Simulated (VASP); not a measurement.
# PbS in VASP: a series of runs, part 3 of 3

VASP 6.6.1. Earlier steps stand in the parts before.

### Step 4. Single point, PBEsol (zz strain of +2 %)

The input, INCAR:

```
PREC = Accurate
ENCUT = 520
EDIFF = 1E-6
ISMEAR = -1
SIGMA = 0.01
LREAL = F
LASPH = T
NELM = 60
ALGO = Normal
ISIF = 2
LWAVE = F
LCHARG = F
GGA = PS
NBANDS = 28
```

The input, KPOINTS:

```
regular mesh
0
Gamma
  7 7 3
```

The input, POSCAR:

```
PbS
1.0
    2.9405000000     -2.9000000000      0.0000000000
    2.9405000000      2.9000000000      0.0000000000
   -1.0800500000      0.0000000000     11.9434758000
Pb S
2 2
Direct
    0.7756000000      0.7756000000      0.6363800000
    0.2244000000      0.2244000000      0.3636200000
    0.2684000000      0.2684000000      0.5986000000
    0.7316000000      0.7316000000      0.4014000000
```

Potentials or basis: VASP PAW PBE potentials, release 64 (Pb_d, S).

Run with:

```console
$ cat potpaw_PBE.64/Pb_d/POTCAR potpaw_PBE.64/S/POTCAR > POTCAR
$ mpirun -np 1 vasp_std > vasp.out
```

OUTCAR:

```text
PREC = Accurate
   ENCUT = 520
   EDIFF = 1E-6
   ISMEAR = -1
   LREAL = F
   LASPH = T
   NELM = 60
   ISIF = 2
   GGA = PS

 ion  position               nearest neighbor table
   1  0.776  0.776  0.636-   4 2.81   3 2.93   3 2.93   3 2.97   3 2.98
   2  0.224  0.224  0.364-   3 2.81   4 2.93   4 2.93   4 2.97   4 2.98
   3  0.268  0.268  0.599-   2 2.81   1 2.93   1 2.93   1 2.97   1 2.98
   4  0.732  0.732  0.401-   1 2.81   2 2.93   2 2.93   2 2.97   2 2.98

  LATTYP: Found a base centered monoclinic cell.
 ALAT       =     5.8810000000
 B/A-ratio  =     0.9862268322
 C/A-ratio  =     2.0391448557
 COS(beta)  =    -0.0900626256

  Lattice vectors:

 A1 = (   2.9405000000,  -2.9000000000,   0.0000000000)
 A2 = (   2.9405000000,   2.9000000000,   0.0000000000)
 A3 = (  -1.0800500000,   0.0000000000,  11.9434758000)

Analysis of symmetry for initial positions (statically):
=====================================================================
 Subroutine PRICEL returns:
 Original cell was already a primitive cell.

 Routine SETGRP: Setting up the symmetry group for a
 base centered monoclinic supercell.

 Subroutine GETGRP returns: Found  4 space group operations
 (whereof  4 operations were pure point group operations)
 out of a pool of  4 trial point group operations.

The static configuration has the point symmetry C_2h.

Analysis of symmetry for dynamics (positions and initial velocities):
=====================================================================
 Subroutine PRICEL returns:
 Original cell was already a primitive cell.

 Routine SETGRP: Setting up the symmetry group for a
 base centered monoclinic supercell.

 Subroutine GETGRP returns: Found  4 space group operations
 (whereof  4 operations were pure point group operations)
 out of a pool of  4 trial point group operations.

The dynamic configuration has the point symmetry C_2h.

 Subroutine INISYM returns: Found  4 space group operations
 (whereof  4 operations are pure point group operations),
 and found     1 'primitive' translations

----------------------------------------------------------------------------------------

                                     Primitive cell

  volume of cell :     203.6948

  direct lattice vectors                    reciprocal lattice vectors
     2.940500000 -2.900000000  0.000000000     0.170039109 -0.172413793  0.015376658
     2.940500000  2.900000000  0.000000000     0.170039109  0.172413793  0.015376658
    -1.080050000  0.000000000 11.943475800     0.000000000  0.000000000  0.083727720

  length of vectors
     4.129956447  4.129956447 11.992210897     0.242644300  0.242644300  0.083727720

  position of ions in fractional coordinates (direct lattice)
     0.775600000  0.775600000  0.636380000
     0.224400000  0.224400000  0.363620000
     0.268400000  0.268400000  0.598600000
     0.731600000  0.731600000  0.401400000

  ion indices of the primitive-cell ions
   primitive index   ion index
                 1           1
                 2           2
                 3           3
                 4           4

----------------------------------------------------------------------------------------

 KPOINTS: regular mesh

Automatic generation of k-mesh.
 Grid dimensions read from file:
 generate k-points for:    7    7    3

 Generating k-lattice:

  Cartesian coordinates                     Fractional coordinates (reciprocal lattice)
     0.024291301 -0.024630542  0.002196665     0.142857143  0.000000000  0.000000000
     0.024291301  0.024630542  0.002196665     0.000000000  0.142857143  0.000000000
     0.000000000  0.000000000  0.027909240     0.000000000  0.000000000  0.333333333

  Length of vectors
     0.034663471  0.034663471  0.027909240

  Shift w.r.t. Gamma in fractional coordinates (k-lattice)
     0.000000000  0.000000000  0.000000000

 Subroutine IBZKPT returns following result:
 ===========================================

 Found     44 irreducible k-points:

 Following reciprocal coordinates:
            Coordinates               Weight
  0.000000  0.000000  0.000000      1.000000
  0.142857  0.000000  0.000000      4.000000
  0.285714  0.000000  0.000000      4.000000
  0.428571  0.000000  0.000000      4.000000
  0.142857  0.142857  0.000000      2.000000
  0.285714  0.142857 -0.000000      4.000000
[... 16 lines left out ...]
 -0.142857  0.000000  0.333333      4.000000
  0.142857  0.142857  0.333333      2.000000
 [... further k-points ...]
   k-points           NKPTS =     44   k-points in BZ     NKDIM =     44   number of bands    NBANDS=     28
   number of dos      NEDOS =    301   number of ions     NIONS =      4
   total plane-waves  NPLWV =  92160
   dimension x,y,z NGX =    32 NGY =   32 NGZ =   90
   dimension x,y,z NGXF=    64 NGYF=   64 NGZF=  180
   ions per type =               2   2
   NGX,Y,Z   is equivalent  to a cutoff of  12.88, 12.88, 12.48 a.u.
   NGXF,Y,Z  is equivalent  to a cutoff of  25.76, 25.76, 24.95 a.u.
 SYSTEM =  unknown system
   PREC   = accura    normal or accurate (medium, high low for compatibility)
   ISTART =      0    job   : 0-new  1-cont  2-samecut
   ICHARG =      2    charge: 1-file 2-atom 10-const
   ISPIN  =      1    spin polarized calculation?
   LNONCOLLINEAR =      F non collinear calculations
   LSORBIT =      F    spin-orbit coupling
   LASPH  =      T    aspherical Exc in radial PAW
   ENCUT  =  520.0 eV  38.22 Ry    6.18 a.u.   7.68  7.68 22.30*2*pi/ulx,y,z
   NELM   =     60;   NELMIN=  2; NELMDL= -5     # of ELM steps
   EDIFF  = 0.1E-05   stopping-criterion for ELM
   LREAL  =      F    real-space projection
   EDIFFG = 0.1E-04   stopping-criterion for IOM
   NSW    =      0    number of steps for IOM
   IBRION =     -1    ionic relax: 0-MD 1-quasi-New 2-CG
   NFREE  =      0    steps in history (QN), initial steepest desc. (CG)
   ISIF   =      2    stress and relaxation
   ISYM   =      2    0-nonsym 1-usesym 2-fastsym
   POTIM  = 0.5000    time-step for ionic-motion
   TEBEG  =    0.0;   TEEND  =   0.0 temperature during run
   PSTRESS=    0.0 pullay stress
   NELECT =      40.0000    total number of electrons
   NUPDOWN=      -1.0000    fix difference up-down
   EMIN   =  10.00;   EMAX   =-10.00  energy-range for DOS
   EFERMI =   0.00;   METHOD = LEGACY
   ISMEAR =    -1;   SIGMA  =   0.01  broadening in eV -4-tet -1-fermi 0-gaus
   EFERMI_NEDOS =   21; number of points for ismear=-14 and -15
   IALGO  =     38    algorithm
   IMIX   =      4    mixing-type and parameters
     AMIX     =   0.40;   BMIX     =  1.00
     AMIX_MAG =   1.60;   BMIX_MAG =  1.00
  volume/ion in A,a.u.               =      50.92       343.65
  Fermi-wavevector in a.u.,A,eV,Ry     =   0.951557  1.798182 12.319544  0.905461
  Thomas-Fermi vector in A             =   2.080038
   LORBIT       =      0    0 simple, 1 ext, 2 COOP (PROOUT), +10 PAW based schemes
   GGA     = PS    functional components
   LHFCALC =     F    Hartree Fock is set to
   AEXX    =    0.0000 exact exchange contribution
   IVDW    =     0    specifies the selected vdW correction
   LEPSILON=     F    determine dielectric tensor
   LRPA    =     F    only Hartree local field effects (RPA)
 non-spin polarized calculation
  energy-cutoff  :      520.00
  volume of cell :      203.69
 maximum number of plane-waves:      5506
   NGX = 15   NGY = 15   NGZ = 45

 number of electron      40.0000002 magnetization

 Free energy of the ion-electron system (eV)
  ---------------------------------------------------
  ext. energy  EPLUGINS =         0.00000000
  ---------------------------------------------------
  free energy    TOTEN  =       -18.35823364 eV

  energy without entropy =      -18.35823364  energy(sigma->0) =      -18.35823364

 E-fermi :   0.7899     XC(G=0):  -5.8747

 val. band max:        0.5503393360   @ k =   0.0000   0.0000   0.0000
 cond. band min:       1.7451123484   @ k =   0.0000   0.0000   0.3333
 fundamental gap:      1.1947730124
 Fermi energy:         0.7899223037

 k-point     1 :       0.0000    0.0000    0.0000
  band No.  band energies     occupation
      1     -15.7544      2.00000
      2     -15.6794      2.00000
      3     -15.6704      2.00000
      4     -15.6628      2.00000
      5     -15.6418      2.00000
      6     -15.6370      2.00000
[... 20 lines left out ...]
     27       6.7541      0.00000
[... 691 lines left out ...]
      6     -15.6398      2.00000
[... 20 lines left out ...]
     27       5.7241      0.00000
     28       6.9702      0.00000

 [... further k-points ...]

------------------------ aborting loop because EDIFF is reached ----------------------------------------

  FORCE on cell =-STRESS in cart. coord.  units (eV):
  Direction    XX          YY          ZZ          XY          YZ          ZX
  --------------------------------------------------------------------------------------
  -------------------------------------------------------------------------------------
  Total       -1.5342882     -0.4903312     -3.5341718      0.0000000      0.0000000     -0.0125682
  in kB      -12.0680640     -3.8567386    -27.7983059      0.0000000      0.0000000     -0.0988564
  external PRESSURE =     -14.5743695 kB  Pullay stress =       0.0000000 kB

 VOLUME and BASIS-vectors are now :
 -----------------------------------------------------------------------------
  energy-cutoff  :      520.00
  volume of cell :      203.69
      direct lattice vectors                 reciprocal lattice vectors
     2.940500000 -2.900000000  0.000000000     0.170039109 -0.172413793  0.015376658
     2.940500000  2.900000000  0.000000000     0.170039109  0.172413793  0.015376658
    -1.080050000  0.000000000 11.943475800     0.000000000  0.000000000  0.083727720

 POSITION                                       TOTAL-FORCE (eV/Angst)
 -----------------------------------------------------------------------------------
      3.87398      0.00000      7.60059        -0.001251      0.000000     -0.845388
      0.92697      0.00000      4.34289         0.001251      0.000000      0.845388
      0.93194      0.00000      7.14936        -0.004068      0.000000     -0.307898
      3.86901      0.00000      4.79411         0.004068      0.000000      0.307898
 -----------------------------------------------------------------------------------
    total drift:                                0.000000      0.000000      0.000000

  FREE ENERGIE OF THE ION-ELECTRON SYSTEM (eV)
  ---------------------------------------------------
  free  energy   TOTEN  =       -18.3582336359 eV

  energy  without entropy=      -18.3582336359  energy(sigma->0) =      -18.35823364
```

OSZICAR:

```text
N       E                     dE             d eps       ncg     rms          rms(c)
DAV:   1     0.401014754674E+03    0.40101E+03   -0.17648E+04  2504   0.129E+03
DAV:   2     0.306467552101E+02   -0.37037E+03   -0.35953E+03  2632   0.347E+02
DAV:   3    -0.171673240483E+02   -0.47814E+02   -0.46661E+02  3228   0.147E+02
DAV:   4    -0.195432722800E+02   -0.23759E+01   -0.23652E+01  2928   0.393E+01
DAV:   5    -0.196445783431E+02   -0.10131E+00   -0.10128E+00  3332   0.802E+00    0.610E+00
DAV:   6    -0.184432776293E+02    0.12013E+01   -0.29297E+00  3444   0.103E+01    0.368E+00
DAV:   7    -0.183997658234E+02    0.43512E-01   -0.54489E-01  2872   0.296E+00    0.235E+00
DAV:   8    -0.183648548154E+02    0.34911E-01   -0.15467E-01  3372   0.278E+00    0.133E+00
DAV:   9    -0.183577000554E+02    0.71548E-02   -0.37340E-02  3236   0.137E+00    0.369E-01
DAV:  10    -0.183531454685E+02    0.45546E-02   -0.10797E-02  2860   0.403E-01    0.230E-01
DAV:  11    -0.183529097251E+02    0.23574E-03   -0.33814E-03  2996   0.233E-01    0.170E-01
DAV:  12    -0.183556419603E+02   -0.27322E-02   -0.88687E-04  2872   0.171E-01    0.880E-02
DAV:  13    -0.183575357096E+02   -0.18937E-02   -0.73109E-04  2676   0.118E-01    0.317E-02
DAV:  14    -0.183579987370E+02   -0.46303E-03   -0.90129E-05  2668   0.563E-02    0.313E-02
DAV:  15    -0.183582250050E+02   -0.22627E-03   -0.67049E-05  2512   0.422E-02    0.110E-02
DAV:  16    -0.183582328318E+02   -0.78268E-05   -0.82539E-06  2448   0.169E-02    0.765E-03
DAV:  17    -0.183582336359E+02   -0.80418E-06   -0.88691E-07  2288   0.656E-03
   1 F= -.18358234E+02 E0= -.18358234E+02  d E =-.676222E-12
```

It took 5.3 min on 1 thread of Intel Xeon 8259CL, shared host; peak memory 0.42 GiB.

What came out:

- Free energy: -18.3582 eV
- Largest force: 0.845 eV/Å
- Band gap on the k mesh: 1.19 eV

Forces in eV/Å, atoms in the order of the input:
```
Pb  -0.001  0.000 -0.845
Pb   0.001  0.000  0.845
S   -0.004  0.000 -0.308
S    0.004  0.000  0.308
```

Levels at points of the mesh, in eV from the valence-band top:
```csv
k point,band 16,band 17,band 18,band 19,band 20,band 21,band 22,band 23,band 24,band 25
"(0.00, 0.00, 0.00)",-2.51,-2.37,-1.46,-1.34,0.00,1.27,3.06,4.91,5.18,5.25
```

Caveat: the cell differs from its parent crystal (zz strain of +2 %); the PAW data sets were made with another functional, which shifts forces and pressure a little; spin-orbit coupling is left out, which moves the levels of the heavy elements.

### Step 5. Overview

| cell | gap on the mesh (eV) | largest force (eV/Å) |
| --- | --- | --- |
| a = 4.130, b = 4.130, c = 11.409 Å, angles 93.9, 93.9, 89.2°, 4 atoms | 1.43 | 0.32 |
| a = 4.130, b = 4.130, c = 11.642 Å, angles 93.8, 93.8, 89.2°, 4 atoms | 1.32 | 0.57 |
| a = 4.130, b = 4.130, c = 11.992 Å, angles 93.7, 93.7, 89.2°, 4 atoms | 1.19 | 0.85 |

Alike in all rows: task single point; level PBEsol; potentials or basis VASP PAW PBE potentials, release 64 (Pb_d, S); no spin polarisation; k mesh 7 × 7 × 3; cutoff (eV) 520; smearing fermi-dirac 0.01 eV.

Caveats: the PAW data sets were made with another functional, which shifts forces and pressure a little; spin-orbit coupling is left out, which moves the levels of the heavy elements.

Total energies depend on the potentials used, so only differences within one code and one set of settings carry meaning.
